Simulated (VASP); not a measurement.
A run of VASP 6.6.1 is set up as follows.

Contents of POSCAR:

```
Ge
1.0
   -1.6084200000      1.6084200000      1.8731800000
    1.6084200000     -1.6084200000      1.8731800000
    1.6084200000      1.6084200000     -1.8731800000
Ge
1
Direct
    0.5000000000      0.5000000000      0.0000000000
```

The input INCAR.step1:

```
SYSTEM = Ge
  PREC = Accurate
  ENCUT = 520
  ISMEAR = -1
  SIGMA = 0.05
  LREAL = .False.
  LASPH = .True.
  NELM = 150
  MAGMOM = 0 0 0
  LSORBIT = .True.
  GGA_COMPAT = .False.
  NBANDS = 25
  GGA = PE
  ALGO = Normal
  EDIFF = 1E-4
  LWAVE = .True.
  LCHARG = .False.
```

Contents of INCAR.step2:

```
SYSTEM = Ge
  PREC = Accurate
  ENCUT = 520
  EDIFF = 1E-6
  ISMEAR = -1
  SIGMA = 0.05
  LREAL = .False.
  LASPH = .True.
  NELM = 150
  ALGO = Normal
  ISIF = 2
  LWAVE = .False.
  LCHARG = .False.
  MAGMOM = 0 0 0
  LORBIT = 11
  LSORBIT = .True.
  GGA_COMPAT = .False.
  LORBMOM = .True.
  METAGGA = R2SCAN
  LMIXTAU = .True.
  NBANDS = 25
  ISTART = 1
```

Contents of KPOINTS:

```
regular mesh
0
Gamma
  9 9 9
  0 0 0
```

Potentials or basis: VASP PAW PBE potentials, release 64 (Ge_d).

Launch:

```bash
$ cat potpaw_PBE.64/Ge_d/POTCAR > POTCAR
$ cp INCAR.step1 INCAR
$ mpirun -np 1 vasp_ncl > vasp.out
$ cp INCAR.step2 INCAR
$ mpirun -np 1 vasp_ncl > vasp.out
```

(1) Predict the net moment.

(2) Predict the pressure.

## Answers

(1) 0.00 μB per cell.

(2) -2.4 GPa.

Caveat: the PAW data sets were made with another functional, which shifts forces and pressure a little.
